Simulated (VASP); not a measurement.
## Mo: single point with PBE

Crystal: Mo.

```
Mo
1.0
     2.15177   -4.07237    0.00000
     2.15177    4.07237    0.00000
     0.00000    0.00000    1.92612
Mo
1
Direct
  0.50000 0.50000 0.00000
```

```
Program                : VASP 6.6.1
Task                   : single point
Functional             : PBE
Potentials or basis    : VASP PAW PBE potentials, release 64 (Mo_sv)
Cutoff                 : 500 eV
k mesh                 : 4 × 4 × 8
Occupations            : gaussian, width 0.1 eV
Spin                   : no spin polarisation
Dipole correction      : no
Further INCAR settings : ALGO = Normal; EDIFF = 1e-06; NBANDS = 13
```

* Pressure: 32.6 GPa
* Band gap on the k mesh: zero (band 7 reaches 5.92 eV, above the bottom of band 8 at 1.72 eV)

Stress tensor (GPa, compression positive):
```
 -9.33   0.00   0.00
  0.00  -7.50   0.00
  0.00   0.00 114.67
```

Levels at points of the mesh, in eV from the Fermi level:
| k point | band 4 | band 5 | band 6 | band 7 | band 8 | band 9 | band 10 | band 11 |
| --- | --- | --- | --- | --- | --- | --- | --- | --- |
| (0.00, 0.00, 0.00) | -29.50 | -5.72 | -2.98 | -2.00 | -1.72 | 6.05 | 7.18 | 8.01 |
| (0.50, 0.00, 0.00) | -29.50 | -5.49 | -2.36 | -1.24 | 0.06 | 0.15 | 4.10 | 8.04 |
| (0.50, 0.50, 0.00) | -29.50 | -5.53 | -2.51 | -1.26 | -0.28 | -0.04 | 5.15 | 8.77 |
| (0.00, 0.00, 0.50) | -33.61 | -5.66 | -5.65 | 2.41 | 2.52 | 4.42 | 6.57 | 13.79 |
| (0.50, 0.00, 0.50) | -33.61 | -5.79 | -5.69 | 2.41 | 2.69 | 6.00 | 9.00 | 9.99 |
| (0.50, 0.50, 0.50) | -33.61 | -5.76 | -5.66 | 2.37 | 2.67 | 5.67 | 8.42 | 9.90 |

It took 9.6 s on 1 thread of Intel(R) Xeon(R) 6975P-C (Granite Rapids) (shared host), peak memory 0.15 GiB.

Caveat: the k points lie up to 0.41 Å⁻¹ apart.
